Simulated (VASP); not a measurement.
The system is BP.

```
B P
1.0
     0.00000    2.33637    2.24054
     2.33637    0.00000    2.24054
     2.33637    2.33637    0.00000
B P
1 1
Direct
  0.00000 0.00000 0.00000
  0.25000 0.25000 0.25000
```

This cell differs from its parent crystal: epitaxial xy strain +3.0%.

Base run:

| Quantity | Value |
| --- | --- |
| Program | VASP 6.6.1 |
| Functional | PBE |
| Potentials or basis | VASP PAW PBE potentials, release 64 (B, P) |
| Cutoff | 520 eV |
| k mesh | 10 × 10 × 10 |
| Occupations | fermi-dirac, width 0.02 eV |
| Spin | no spin polarisation |

Its results: band gap on the k mesh 0.69 eV, indirect (least direct gap 2.93 eV); pressure -6.1 GPa.

Task: The run is repeated on the same cell with these changes: k mesh from 10 × 10 × 10 to 6 × 6 × 6; occupations from fermi-dirac, width 0.02 eV to gaussian, width 0.01 eV. What comes out?

Result: Band gap on the k mesh 0.83 eV, indirect (least direct gap 2.93 eV); pressure -6.0 GPa.

A k mesh can miss the band edges.
